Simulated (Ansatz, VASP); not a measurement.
**SiB2 in VASP and in Ansatz**

Contents of INCAR:

```
SYSTEM = SiB2
ALGO     = Normal         ! electronic algorithm
EDIFF    = 1E-6           ! SCF threshold, eV
EDIFFG   = -0.04          ! ionic threshold
ENCUT    = 600            ! plane-wave cutoff, eV
GGA      = PE             ! functional
IBRION   = 2              ! ionic algorithm
ISIF     = 3              ! what is computed and relaxed
ISMEAR   = 0              ! smearing method
LASPH    = .True.         ! aspherical terms in the spheres
LCHARG   = .False.        ! write CHGCAR
LREAL    = .False.        ! projectors in reciprocal space
LWAVE    = .False.        ! write WAVECAR
NELM     = 60             ! most SCF steps
NSW      = 90             ! ionic steps
PREC     = Accurate       ! precision mode
SIGMA    = 0.1            ! smearing width, eV
```

The input KPOINTS:

```
k-points
0
Gamma
  6 6 6
  0 0 0
```

File POSCAR:

```
SiB2
1.0
    0.0000000000      2.5741201600      2.5741201600
    2.5741201600      0.0000000000      2.5741201600
    2.5741201600      2.5741201600      0.0000000000
Si B
1 2
Direct
    0.0000000000      0.0000000000      0.0000000000
    0.2500000000      0.2500000000      0.2500000000
    0.7500000000      0.7500000000      0.7500000000
```

Input for Ansatz:

```yaml
crystal:
  lattice:
    - [0.0, 2.57412016, 2.57412016]
    - [2.57412016, 0.0, 2.57412016]
    - [2.57412016, 2.57412016, 0.0]
  atoms:
    - { symbol: Si, position: [0.0, 0.0, 0.0] }
    - { symbol: B, position: [0.25, 0.25, 0.25] }
    - { symbol: B, position: [0.75, 0.75, 0.75] }
basis:
  ecutwfc: 420
kpoints:
  mp_grid: { grid: [6, 6, 6] }
hamiltonian:
  xc: pbe
scf:
  occupations: { method: gaussian, width: 0.1 }
  lower_state_search: "off"
output:
  forces: true
  stress: true
  eigenvalues: true
relax:
  adjacent_minimum: "off"
  f_tol: 0.04
  max_steps: 70
  cell: { stress_tol: 0.4 }
```

Change from the starting cell: species swapped into the Al2Pd type (Fm-3m, No. 225).

Alike in both runs: task relaxation of cell and atoms; functional PBE; k mesh 6 × 6 × 6; occupations gaussian, width 0.1 eV; no spin polarisation.

|  | VASP | Ansatz |
| --- | --- | --- |
| version | VASP 6.6.1 | Ansatz 0.2.0 |
| potentials or method | VASP PAW PBE potentials, release 64 (Si, B), cutoff 600 eV | scalar-relativistic, plane waves, PAW |
| valence electrons in the cell | 10 | 10 |

|  | VASP | Ansatz | Ansatz less VASP |
| --- | --- | --- | --- |
| gap on the k mesh at the Fermi level, each at its own relaxed structure (eV) | none | none | - |
| relaxed volume (Å³/atom) | 9.69 | 9.72 | +0.038 |
| relaxed cell length with the largest relative difference (Å) | 3.451 | 3.455 | +0.0046 |

A gap of «none» marks a metal or a gap that the smearing closes.
